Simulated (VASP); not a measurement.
# CdS (Hawleyite) (F-43m) in VASP: further runs

Aim: see how the results for CdS (Hawleyite) move with the level of theory and the settings. Levels: PBE, revPBE+D3(BJ), BLYP+D4. Tasks: relaxation of cell and atoms, single point.

All numbers are computed with VASP 6.6.1; they aren't measurements. Logs are shortened: lines on timing, memory, paths and dates and some standing lists are left out, and cuts for length are marked.

## Step 1: The cell of the first run

It takes space group F-43m (No. 216, cubic). Conventional cell: a = 5.833 Å, b = 5.833 Å, c = 5.833 Å, α = 90.00°, β = 90.00°, γ = 90.00°. Within 3.3 Å of Cd (site symmetry -43m) lie 4 S at 2.53 Å. S (site symmetry -43m) has 4 Cd at 2.53 Å within 3.3 Å.

## Step 2: Relaxation of cell and atoms, PBE

Input file INCAR:

```
PREC     = Accurate       # precision mode
ENCUT    = 600            # plane-wave cutoff, eV
EDIFF    = 1E-6           # SCF threshold, eV
ISMEAR   = -1             # smearing method
SIGMA    = 0.05           # smearing width, eV
LREAL    = F              # projectors in reciprocal space
LASPH    = T              # aspherical terms in the spheres
NELM     = 100            # most SCF steps
ALGO     = Normal         # electronic algorithm
ISIF     = 3              # what is computed and relaxed
LWAVE    = F              # write WAVECAR
LCHARG   = F              # write CHGCAR
GGA      = PE             # functional
IBRION   = 2              # ionic algorithm
NSW      = 80             # ionic steps
EDIFFG   = -0.005         # ionic threshold
```

Input file KPOINTS:

```
regular mesh
0
Gamma
  8 8 8
```

Input file POSCAR:

```
CdS
1.0
    0.0000000000      2.9165000000      2.9165000000
    2.9165000000      0.0000000000      2.9165000000
    2.9165000000      2.9165000000      0.0000000000
Cd S
1 1
Direct
    0.0000000000      0.0000000000      0.0000000000
    0.7500000000      0.7500000000      0.7500000000
```

Potentials or basis: VASP PAW PBE potentials, release 64 (Cd, S).

On the command line:

```bash
$ cat potpaw_PBE.64/Cd/POTCAR potpaw_PBE.64/S/POTCAR > POTCAR
$ mpirun -np 1 vasp_std > vasp.out
```

OUTCAR:

```text
PREC = Accurate
   ENCUT = 600
   EDIFF = 1E-6
   ISMEAR = -1
   LREAL = F
   LASPH = T
   NELM = 100
   ISIF = 3
   GGA = PE
   IBRION = 2
   NSW = 80
   EDIFFG = -0.005

 ion  position               nearest neighbor table
   1  0.000  0.000  0.000-   2 2.53   2 2.53   2 2.53   2 2.53
   2  0.750  0.750  0.750-   1 2.53   1 2.53   1 2.53   1 2.53

  LATTYP: Found a face centered cubic cell.
 ALAT       =     5.8330000000

  Lattice vectors:

 A1 = (   0.0000000000,   2.9165000000,   2.9165000000)
 A2 = (   2.9165000000,   0.0000000000,   2.9165000000)
 A3 = (   2.9165000000,   2.9165000000,   0.0000000000)

Analysis of symmetry for initial positions (statically):
=====================================================================
 Subroutine PRICEL returns:
 Original cell was already a primitive cell.

 Routine SETGRP: Setting up the symmetry group for a
 face centered cubic supercell.

 Subroutine GETGRP returns: Found 24 space group operations
 (whereof 24 operations were pure point group operations)
 out of a pool of 48 trial point group operations.

The static configuration has the point symmetry T_d .

Analysis of symmetry for dynamics (positions and initial velocities):
=====================================================================
 Subroutine PRICEL returns:
 Original cell was already a primitive cell.

 Routine SETGRP: Setting up the symmetry group for a
 face centered cubic supercell.

 Subroutine GETGRP returns: Found 24 space group operations
 (whereof 24 operations were pure point group operations)
 out of a pool of 48 trial point group operations.

The dynamic configuration has the point symmetry T_d .

 Subroutine INISYM returns: Found 24 space group operations
 (whereof 24 operations are pure point group operations),
 and found     1 'primitive' translations

----------------------------------------------------------------------------------------

                                     Primitive cell

  volume of cell :      49.6153

  direct lattice vectors                    reciprocal lattice vectors
     0.000000000  2.916500000  2.916500000    -0.171438368  0.171438368  0.171438368
     2.916500000  0.000000000  2.916500000     0.171438368 -0.171438368  0.171438368
     2.916500000  2.916500000  0.000000000     0.171438368  0.171438368 -0.171438368

  length of vectors
     4.124553855  4.124553855  4.124553855     0.296939964  0.296939964  0.296939964

  position of ions in fractional coordinates (direct lattice)
     0.000000000  0.000000000  0.000000000
     0.750000000  0.750000000  0.750000000

  ion indices of the primitive-cell ions
   primitive index   ion index
                 1           1
                 2           2

----------------------------------------------------------------------------------------

 KPOINTS: regular mesh

Automatic generation of k-mesh.
 Grid dimensions read from file:
 generate k-points for:    8    8    8

 Generating k-lattice:

  Cartesian coordinates                     Fractional coordinates (reciprocal lattice)
    -0.021429796  0.021429796  0.021429796     0.125000000  0.000000000  0.000000000
     0.021429796 -0.021429796  0.021429796     0.000000000  0.125000000  0.000000000
     0.021429796  0.021429796 -0.021429796     0.000000000  0.000000000  0.125000000

  Length of vectors
     0.037117495  0.037117495  0.037117495

  Shift w.r.t. Gamma in fractional coordinates (k-lattice)
     0.000000000  0.000000000  0.000000000

 Subroutine IBZKPT returns following result:
 ===========================================

 Found     29 irreducible k-points:

 Following reciprocal coordinates:
            Coordinates               Weight
  0.000000  0.000000  0.000000      1.000000
  0.125000  0.000000  0.000000      8.000000
  0.250000  0.000000  0.000000      8.000000
  0.375000  0.000000  0.000000      8.000000
  0.500000  0.000000  0.000000      4.000000
  0.125000  0.125000  0.000000      6.000000
[... 16 lines left out ...]
  0.500000  0.250000  0.125000     48.000000
 -0.375000  0.250000  0.125000     24.000000
 [... further k-points ...]
   k-points           NKPTS =     29   k-points in BZ     NKDIM =     29   number of bands    NBANDS=     13
   number of dos      NEDOS =    301   number of ions     NIONS =      2
   total plane-waves  NPLWV =  46656
   dimension x,y,z NGX =    36 NGY =   36 NGZ =   36
   dimension x,y,z NGXF=    72 NGYF=   72 NGZF=   72
   ions per type =               1   1
   NGX,Y,Z   is equivalent  to a cutoff of  14.51, 14.51, 14.51 a.u.
   NGXF,Y,Z  is equivalent  to a cutoff of  29.02, 29.02, 29.02 a.u.
 SYSTEM =  unknown system
   PREC   = accura    normal or accurate (medium, high low for compatibility)
   ISTART =      0    job   : 0-new  1-cont  2-samecut
   ICHARG =      2    charge: 1-file 2-atom 10-const
   ISPIN  =      1    spin polarized calculation?
   LNONCOLLINEAR =      F non collinear calculations
   LSORBIT =      F    spin-orbit coupling
   LASPH  =      T    aspherical Exc in radial PAW
   ENCUT  =  600.0 eV  44.10 Ry    6.64 a.u.   8.24  8.24  8.24*2*pi/ulx,y,z
   NELM   =    100;   NELMIN=  2; NELMDL= -5     # of ELM steps
   EDIFF  = 0.1E-05   stopping-criterion for ELM
   LREAL  =      F    real-space projection
   EDIFFG = -.5E-02   stopping-criterion for IOM
   NSW    =     80    number of steps for IOM
   IBRION =      2    ionic relax: 0-MD 1-quasi-New 2-CG
   NFREE  =      1    steps in history (QN), initial steepest desc. (CG)
   ISIF   =      3    stress and relaxation
   ISYM   =      2    0-nonsym 1-usesym 2-fastsym
   POTIM  = 0.5000    time-step for ionic-motion
   TEBEG  =    0.0;   TEEND  =   0.0 temperature during run
   PSTRESS=    0.0 pullay stress
   NELECT =      18.0000    total number of electrons
   NUPDOWN=      -1.0000    fix difference up-down
   EMIN   =  10.00;   EMAX   =-10.00  energy-range for DOS
   EFERMI =   0.00;   METHOD = LEGACY
   ISMEAR =    -1;   SIGMA  =   0.05  broadening in eV -4-tet -1-fermi 0-gaus
   EFERMI_NEDOS =   21; number of points for ismear=-14 and -15
   IALGO  =     38    algorithm
   IMIX   =      4    mixing-type and parameters
     AMIX     =   0.40;   BMIX     =  1.00
     AMIX_MAG =   1.60;   BMIX_MAG =  1.00
  volume/ion in A,a.u.               =      24.81       167.41
  Fermi-wavevector in a.u.,A,eV,Ry     =   1.167599  2.206442 18.548649  1.363287
  Thomas-Fermi vector in A             =   2.304097
   LORBIT       =      0    0 simple, 1 ext, 2 COOP (PROOUT), +10 PAW based schemes
   GGA     = PE    functional components
   LHFCALC =     F    Hartree Fock is set to
   AEXX    =    0.0000 exact exchange contribution
   IVDW    =     0    specifies the selected vdW correction
   LEPSILON=     F    determine dielectric tensor
   LRPA    =     F    only Hartree local field effects (RPA)
 conjugate gradient relaxation of ions
 non-spin polarized calculation
  energy-cutoff  :      600.00
  volume of cell :       49.62
 maximum number of plane-waves:      1676
 NGX is ok and might be reduce to    36
   NGX = 17   NGY = 17   NGZ = 17

--------------------------------------- Ionic step        1  -------------------------------------------

 number of electron      17.9999999 magnetization

 Free energy of the ion-electron system (eV)
  ---------------------------------------------------
  ext. energy  EPLUGINS =         0.00000000
  ---------------------------------------------------
  free energy    TOTEN  =        -6.12115820 eV

  energy without entropy =       -6.12115808  energy(sigma->0) =       -6.12115814

------------------------ aborting loop because EDIFF is reached ----------------------------------------

  FORCE on cell =-STRESS in cart. coord.  units (eV):
  Direction    XX          YY          ZZ          XY          YZ          ZX
  --------------------------------------------------------------------------------------
  -------------------------------------------------------------------------------------
  Total        0.9840712      0.9840712      0.9840712      0.0000000     -0.0000000      0.0000000
  in kB       31.7776043     31.7776043     31.7776043      0.0000000     -0.0000000      0.0000000
  external PRESSURE =      31.7776043 kB  Pullay stress =       0.0000000 kB

 VOLUME and BASIS-vectors are now :
 -----------------------------------------------------------------------------
  energy-cutoff  :      600.00
  volume of cell :       49.62
      direct lattice vectors                 reciprocal lattice vectors
     0.000000000  2.916500000  2.916500000    -0.171438368  0.171438368  0.171438368
     2.916500000  0.000000000  2.916500000     0.171438368 -0.171438368  0.171438368
     2.916500000  2.916500000  0.000000000     0.171438368  0.171438368 -0.171438368
[... 109 lines left out ...]
 POSITION                                       TOTAL-FORCE (eV/Angst)
 -----------------------------------------------------------------------------------
      2.96905     -0.00000      2.96905        -0.000000     -0.000000     -0.000000
      4.45358      4.45358      4.45358         0.000000      0.000000      0.000000
 -----------------------------------------------------------------------------------
    total drift:                                0.000000      0.000000      0.000000

  FREE ENERGIE OF THE ION-ELECTRON SYSTEM (eV)
  ---------------------------------------------------
  free  energy   TOTEN  =        -6.1464407342 eV

  energy  without entropy=       -6.1464403774  energy(sigma->0) =       -6.14644056

--------------------------------------- Ionic step        5  -------------------------------------------

 number of electron      17.9999999 magnetization

 Free energy of the ion-electron system (eV)
  ---------------------------------------------------
  ext. energy  EPLUGINS =         0.00000000
  ---------------------------------------------------
  free energy    TOTEN  =        -6.14644642 eV

  energy without entropy =       -6.14644607  energy(sigma->0) =       -6.14644624

 E-fermi :   1.4387     XC(G=0):  -8.9064

 val. band max:        0.8804232004   @ k =   0.0000   0.0000   0.0000
 cond. band min:       1.9136893944   @ k =   0.0000   0.0000   0.0000
 fundamental gap:      1.0332661940
 Fermi energy:         1.4387214431

 k-point     1 :       0.0000    0.0000    0.0000
  band No.  band energies     occupation
      1     -11.1820      2.00000
      2      -6.6731      2.00000
      3      -6.6731      2.00000
      4      -6.6731      2.00000
      5      -6.2615      2.00000
      6      -6.2615      2.00000
      7       0.8804      1.99997
      8       0.8804      1.99997
      9       0.8804      1.99997
     10       1.9137      0.00015
     11       7.4309      0.00000
     12       7.4309      0.00000
     13       7.4309      0.00000

 k-point     2 :       0.1250    0.0000    0.0000
  band No.  band energies     occupation
      1     -11.1268      2.00000
      2      -6.6536      2.00000
      3      -6.6536      2.00000
      4      -6.6217      2.00000
      5      -6.2623      2.00000
      6      -6.2623      2.00000
      7      -0.1124      2.00000
      8       0.7705      2.00000
      9       0.7705      2.00000
     10       2.7486      0.00000
     11       7.1587      0.00000
[... 339 lines left out ...]
 k-point    24 :      -0.3750    0.2500    0.1250
  band No.  band energies     occupation
      1     -10.7464      2.00000
      2      -6.5296      2.00000
      3      -6.4977      2.00000
      4      -6.2815      2.00000
      5      -6.2379      2.00000
      6      -5.8267      2.00000
      7      -2.9553      2.00000
      8      -0.8949      2.00000
      9      -0.2238      2.00000
     10       5.1071      0.00000
     11       6.7272      0.00000
     12       8.0019      0.00000
     13       9.1487      0.00000

 [... further k-points ...]

------------------------ aborting loop because EDIFF is reached ----------------------------------------

  FORCE on cell =-STRESS in cart. coord.  units (eV):
  Direction    XX          YY          ZZ          XY          YZ          ZX
  --------------------------------------------------------------------------------------
  -------------------------------------------------------------------------------------
  Total       -0.0034142     -0.0034142     -0.0034142      0.0000000      0.0000000     -0.0000000
  in kB       -0.1046249     -0.1046249     -0.1046249      0.0000000      0.0000000     -0.0000000
  external PRESSURE =      -0.1046249 kB  Pullay stress =       0.0000000 kB

 VOLUME and BASIS-vectors are now :
 -----------------------------------------------------------------------------
  energy-cutoff  :      600.00
  volume of cell :       52.28
      direct lattice vectors                 reciprocal lattice vectors
     0.000000000  2.967858546  2.967858546    -0.168471641  0.168471641  0.168471641
     2.967858546 -0.000000000  2.967858546     0.168471641 -0.168471641  0.168471641
     2.967858546  2.967858546  0.000000000     0.168471641  0.168471641 -0.168471641

 POSITION                                       TOTAL-FORCE (eV/Angst)
 -----------------------------------------------------------------------------------
      0.00000      2.96786      2.96786         0.000000     -0.000000      0.000000
      4.45179      4.45179      4.45179        -0.000000      0.000000     -0.000000
 -----------------------------------------------------------------------------------
    total drift:                                0.000000      0.000000      0.000000

  FREE ENERGIE OF THE ION-ELECTRON SYSTEM (eV)
  ---------------------------------------------------
  free  energy   TOTEN  =        -6.1464464157 eV

  energy  without entropy=       -6.1464460682  energy(sigma->0) =       -6.14644624

 reached required accuracy - stopping structural energy minimisation
```

Wall time 3.1 min (1 thread of AMD EPYC 7R13, shared host); peak memory 0.2 GiB.

Results:

| Quantity | Value |
| --- | --- |
| Free energy | -6.1464 eV |
| Relaxed volume | 26.14 Å³/atom |
| Relaxed cell | a = 4.197 Å, b = 4.197 Å, c = 4.197 Å, α = 60.00°, β = 60.00°, γ = 60.00° |
| Space group after relaxing (to 0.05 Å) | F-43m (No. 216) |
| Energy gained by relaxing | 12.6 meV/atom |
| Ionic steps | 5 |
| Pressure after relaxing | 0.0 GPa |
| Band gap on the k mesh | 1.03 eV, direct |

Step by step:
```tsv
step	energy change (eV)	largest force (eV/Å)	pressure (GPa)	volume (Å³)
1	0.0000	0.0000	3.18	49.62
2	-0.0226	0.0000	-0.91	53.23
3	-0.0253	0.0000	0.03	52.29
4	-0.0253	0.0000	-0.05	52.35
5	-0.0253	0.0000	-0.01	52.28
```

Final structure:
```
CELL_PARAMETERS angstrom
0.00000 2.96786 2.96786
2.96786 0.00000 2.96786
2.96786 2.96786 0.00000
ATOMIC_POSITIONS crystal
Cd 0.00000 0.00000 0.00000
S 0.75000 0.75000 0.75000
```

Levels at points of the mesh, in eV from the valence-band top:
```
           k point  band 6  band 7  band 8  band 9  band 10  band 11  band 12  band 13
(0.00, 0.00, 0.00)   -7.14    0.00    0.00    0.00     1.03     6.55     6.55     6.55
(0.50, 0.00, 0.00)   -6.81   -4.09   -0.68   -0.68     2.93     7.00     7.00     7.32
(0.50, 0.50, 0.00)   -6.75   -3.73   -1.70   -1.70     3.64     4.28     9.02    10.47
```

PBE usually gives volumes a little too large and moduli too small. Zero-point motion and thermal expansion aren't in these numbers.

## Step 3: Single point, revPBE+D3(BJ)

Input file INCAR:

```
PREC = Accurate
ENCUT = 520
EDIFF = 1E-7
ISMEAR = -1
SIGMA = 0.05
LREAL = F
LASPH = T
NELM = 60
ALGO = Normal
ISIF = 2
LWAVE = F
LCHARG = F
GGA = RE
IVDW = 12
NBANDS = 16
```

Input file KPOINTS:

```
Automatic mesh
0
Gamma
  8 8 8
```

POSCAR is that of step 2.

Potentials or basis: VASP PAW PBE potentials, release 64 (Cd, S).

On the command line:

```bash
$ cat potpaw_PBE.64/Cd/POTCAR potpaw_PBE.64/S/POTCAR > POTCAR
$ mpirun -np 1 vasp_std > vasp.out
```

Wall time 21 s (1 thread of Intel Xeon Platinum 8375C at 2.90GHz (Ice Lake), shared host); peak memory 0.19 GiB.

The run converged. Its results:

```yaml
Free_energy: -6.7141 eV
Pressure: 0.4 GPa
Band_gap_on_the_k_mesh: 1.29 eV, direct
Dispersion_energy_per_atom: -0.591 eV
```

Levels at points of the mesh, in eV from the valence-band top:
```csv
k point,band 6,band 7,band 8,band 9,band 10,band 11,band 12,band 13
"(0.00, 0.00, 0.00)",-7.25,0.00,0.00,0.00,1.29,6.60,6.60,6.60
"(0.50, 0.00, 0.00)",-6.87,-4.36,-0.75,-0.75,3.12,7.07,7.07,7.64
"(0.50, 0.50, 0.00)",-6.80,-3.92,-1.86,-1.86,3.69,4.43,9.39,10.88
```

Caveat: the PAW data sets were made with another functional, which shifts forces and pressure a little.

[end of part 1 of 2]
